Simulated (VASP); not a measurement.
In:

```
In
1.0
     2.85338    0.00000    0.00000
     0.00000    2.85338    0.00000
     0.00000    0.00000    2.85338
In
1
Direct
  0.00000 0.00000 0.00000
```

This cell differs from its parent crystal: volume scaled by 0.85.

Base run:

```yaml
Program: VASP 6.6.1
Functional: PBEsol
Potentials_or_basis: VASP PAW PBE potentials, release 64 (In_d)
Cutoff: 520 eV
k_mesh: 14 × 14 × 14
Occupations: fermi-dirac, width 0.05 eV
Spin: no spin polarisation
```

Its results: pressure 10.0 GPa.

Task: The run is repeated on the same cell with these changes: functional from PBEsol to RPBE; occupations from fermi-dirac, width 0.05 eV to fermi-dirac, width 0.005 eV. What comes out?

Result: Pressure 16.2 GPa.

Caveats: the PAW data sets were made with another functional, which shifts forces and pressure a little.
